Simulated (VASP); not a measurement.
# LiBr (Fm-3m) in VASP: further runs

Runs on LiBr. Level: PBE. Tasks: electric field gradients.

Program: VASP 6.6.1. These are calculated values, not measurements. Logs are shortened: lines on timing, memory, paths and dates and some standing lists are left out, and cuts for length are marked.

## 1. The cell of the first run

The structure is cubic, space group Fm-3m (No. 225). The conventional cell has a = 5.378 Å, b = 5.378 Å, c = 5.378 Å, α = 90.00°, β = 90.00°, γ = 90.00°. Li (site symmetry m-3m) has 6 Br at 2.69 Å within 3.5 Å. Within 3.5 Å of Br (site symmetry m-3m) lie 6 Li at 2.69 Å.

## 2. Electric field gradients, PBE (volume scaled by 0.9405)

INCAR

```
  PREC = Accurate
  ENCUT = 650
  EDIFF = 1E-8
  ISMEAR = -1
  SIGMA = 0.03
  LREAL = F
  LASPH = T
  NELM = 120
  ALGO = Normal
  ISIF = 2
  LWAVE = F
  LCHARG = F
  GGA = PE
  LEFG = T
  NBANDS = 12
  GGA_COMPAT = F
```

KPOINTS

```
Automatic mesh
0
Gamma
  8 8 8
```

POSCAR

```
LiBr
1.0
    0.0000000000      2.6889506707      2.6889506707
    2.6889506707      0.0000000000      2.6889506707
    2.6889506707      2.6889506707      0.0000000000
Li Br
1 1
Direct
    0.0000000000      0.0000000000      0.0000000000
    0.5000000000      0.5000000000      0.5000000000
```

Potentials or basis: VASP PAW PBE potentials, release 64 (Li_sv, Br).

Started as:

```
> cat potpaw_PBE.64/Li_sv/POTCAR potpaw_PBE.64/Br/POTCAR > POTCAR
> mpirun -np 1 vasp_std > vasp.out
```

OUTCAR:

```text
PREC = Accurate
   ENCUT = 650
   EDIFF = 1E-8
   ISMEAR = -1
   LREAL = F
   LASPH = T
   NELM = 120
   ISIF = 2
   GGA = PE

 ion  position               nearest neighbor table
   1  0.000  0.000  0.000-   2 2.69   2 2.69   2 2.69   2 2.69   2 2.69   2 2.69
   2  0.500  0.500  0.500-   1 2.69   1 2.69   1 2.69   1 2.69   1 2.69   1 2.69

  LATTYP: Found a face centered cubic cell.
 ALAT       =     5.3779013414

  Lattice vectors:

 A1 = (   0.0000000000,   2.6889506707,   2.6889506707)
 A2 = (   2.6889506707,   0.0000000000,   2.6889506707)
 A3 = (   2.6889506707,   2.6889506707,   0.0000000000)

Analysis of symmetry for initial positions (statically):
=====================================================================
 Subroutine PRICEL returns:
 Original cell was already a primitive cell.

 Routine SETGRP: Setting up the symmetry group for a
 face centered cubic supercell.

 Subroutine GETGRP returns: Found 48 space group operations
 (whereof 48 operations were pure point group operations)
 out of a pool of 48 trial point group operations.

The static configuration has the point symmetry O_h .

Analysis of symmetry for dynamics (positions and initial velocities):
=====================================================================
 Subroutine PRICEL returns:
 Original cell was already a primitive cell.

 Routine SETGRP: Setting up the symmetry group for a
 face centered cubic supercell.

 Subroutine GETGRP returns: Found 48 space group operations
 (whereof 48 operations were pure point group operations)
 out of a pool of 48 trial point group operations.

The dynamic configuration has the point symmetry O_h .

 Subroutine INISYM returns: Found 48 space group operations
 (whereof 48 operations are pure point group operations),
 and found     1 'primitive' translations

----------------------------------------------------------------------------------------

                                     Primitive cell

  volume of cell :      38.8847

  direct lattice vectors                    reciprocal lattice vectors
     0.000000000  2.688950671  2.688950671    -0.185946141  0.185946141  0.185946141
     2.688950671  0.000000000  2.688950671     0.185946141 -0.185946141  0.185946141
     2.688950671  2.688950671  0.000000000     0.185946141  0.185946141 -0.185946141

  length of vectors
     3.802750507  3.802750507  3.802750507     0.322068163  0.322068163  0.322068163

[... 127 lines left out ...]
  energy without entropy =       -6.62398854  energy(sigma->0) =       -6.62398854

 E-fermi :   1.5747     XC(G=0):  -8.7116

 val. band max:        0.8071834865   @ k =   0.0000   0.0000   0.0000
 cond. band min:       6.0666408711   @ k =   0.0000   0.0000   0.0000
 fundamental gap:      5.2594573846
 Fermi energy:         1.5746568491

 k-point     1 :       0.0000    0.0000    0.0000
  band No.  band energies     occupation
      1     -43.5013      2.00000
      2     -12.8689      2.00000
      3       0.8072      2.00000
      4       0.8072      2.00000
      5       0.8072      2.00000
      6       6.0666      0.00000
      7      11.3556      0.00000
      8      11.3556      0.00000
      9      11.3556      0.00000
     10      13.3482      0.00000
     11      13.3482      0.00000
     12      13.3482      0.00000
[... 331 lines left out ...]
 k-point    24 :      -0.3750    0.2500    0.1250
  band No.  band energies     occupation
      1     -43.4996      2.00000
      2     -12.1998      2.00000
      3      -2.0701      2.00000
      4      -0.7016      2.00000
      5       0.1220      2.00000
      6       7.9696      0.00000
      7       8.7828      0.00000
      8      10.1724      0.00000
      9      11.9010      0.00000
     10      14.6479      0.00000
     11      15.1654      0.00000
     12      17.7948      0.00000

 [... further k-points ...]
[... 5 lines left out ...]
  --------------------------------------------------------------------------------------
  -------------------------------------------------------------------------------------
  Total        0.5143430      0.5143430      0.5143430      0.0000000     -0.0000000     -0.0000000
  in kB       21.1926346     21.1926346     21.1926346      0.0000000     -0.0000000     -0.0000000
  external PRESSURE =      21.1926346 kB  Pullay stress =       0.0000000 kB

 VOLUME and BASIS-vectors are now :
 -----------------------------------------------------------------------------
  energy-cutoff  :      650.00
  volume of cell :       38.88
      direct lattice vectors                 reciprocal lattice vectors
     0.000000000  2.688950671  2.688950671    -0.185946141  0.185946141  0.185946141
     2.688950671  0.000000000  2.688950671     0.185946141 -0.185946141  0.185946141
     2.688950671  2.688950671  0.000000000     0.185946141  0.185946141 -0.185946141

 POSITION                                       TOTAL-FORCE (eV/Angst)
 -----------------------------------------------------------------------------------
      0.00000      0.00000      0.00000         0.000000      0.000000      0.000000
      2.68895      2.68895      2.68895        -0.000000     -0.000000     -0.000000
 -----------------------------------------------------------------------------------
    total drift:                                0.000000     -0.000000      0.000000

  FREE ENERGIE OF THE ION-ELECTRON SYSTEM (eV)
  ---------------------------------------------------
  free  energy   TOTEN  =        -6.6239885430 eV

  energy  without entropy=       -6.6239885430  energy(sigma->0) =       -6.62398854

 Electric field gradients (V/A^2)
---------------------------------------------------------------------
 ion       V_xx      V_yy      V_zz      V_xy      V_xz      V_yz
---------------------------------------------------------------------
   1      -0.000     0.000    -0.000    -0.001    -0.001    -0.001
   2      -0.000     0.000    -0.000    -0.000    -0.000    -0.000
---------------------------------------------------------------------

 Electric field gradients after diagonalization (V/A^2)
 (convention: |V_zz| > |V_xx| > |V_yy|)
----------------------------------------------------------------------
 ion       V_xx      V_yy      V_zz     asymmetry (V_yy - V_xx)/ V_zz
----------------------------------------------------------------------
   1       0.001     0.001    -0.003       0.000
   2       0.000     0.000    -0.000       0.000
----------------------------------------------------------------------

           NMR quadrupolar parameters

 Cq : quadrupolar parameter    Cq=e*Q*V_zz/h
 eta: asymmetry parameters     (V_yy - V_xx)/ V_zz
 Q  : nuclear electric quadrupole moment in mb (millibarn)
----------------------------------------------------------------------
 ion       Cq(MHz)       eta       Q (mb)
----------------------------------------------------------------------
   1      -0.000       0.000       1.000
   2      -0.000       0.000       1.000
----------------------------------------------------------------------
```

OSZICAR:

```text
N       E                     dE             d eps       ncg     rms          rms(c)
DAV:   1     0.457172883458E+02    0.45717E+02   -0.42873E+03   696   0.867E+02
DAV:   2    -0.354258074020E+01   -0.49260E+02   -0.46909E+02   904   0.149E+02
DAV:   3    -0.655130091433E+01   -0.30087E+01   -0.29981E+01   904   0.374E+01
DAV:   4    -0.664727685958E+01   -0.95976E-01   -0.95934E-01   968   0.616E+00
DAV:   5    -0.664813823337E+01   -0.86137E-03   -0.86137E-03   896   0.575E-01    0.204E+00
DAV:   6    -0.661963553534E+01    0.28503E-01   -0.53067E-02   864   0.111E+00    0.126E+00
DAV:   7    -0.662195567207E+01   -0.23201E-02   -0.35676E-02  1008   0.102E+00    0.431E-01
DAV:   8    -0.662397671357E+01   -0.20210E-02   -0.38714E-03   812   0.407E-01    0.635E-02
DAV:   9    -0.662396395379E+01    0.12760E-04   -0.87660E-05   816   0.673E-02    0.235E-02
DAV:  10    -0.662398482546E+01   -0.20872E-04   -0.43339E-05   808   0.449E-02    0.128E-02
DAV:  11    -0.662398891892E+01   -0.40935E-05   -0.44476E-06   876   0.129E-02    0.488E-03
DAV:  12    -0.662398920158E+01   -0.28266E-06   -0.24411E-07   856   0.362E-03    0.265E-03
DAV:  13    -0.662398853876E+01    0.66282E-06   -0.89038E-08   828   0.169E-03    0.245E-04
DAV:  14    -0.662398854305E+01   -0.42843E-08   -0.26112E-09   436   0.391E-04
   1 F= -.66239885E+01 E0= -.66239885E+01  d E =-.416024E-12
```

Wall time 19 s (1 thread of Intel Xeon Platinum 8375C at 2.90GHz (Ice Lake), shared host); peak memory 0.18 GiB.

Results:

```
Free energy            : -6.6240 eV
Pressure               : 2.1 GPa
Band gap on the k mesh : 5.26 eV, direct
```

Caveat: without QUAD_EFG the Cq values of the log hold for a quadrupole moment of 1 mb, not for the nuclei. A k mesh can miss the band edges.

(Continued in part 2 of 2.)
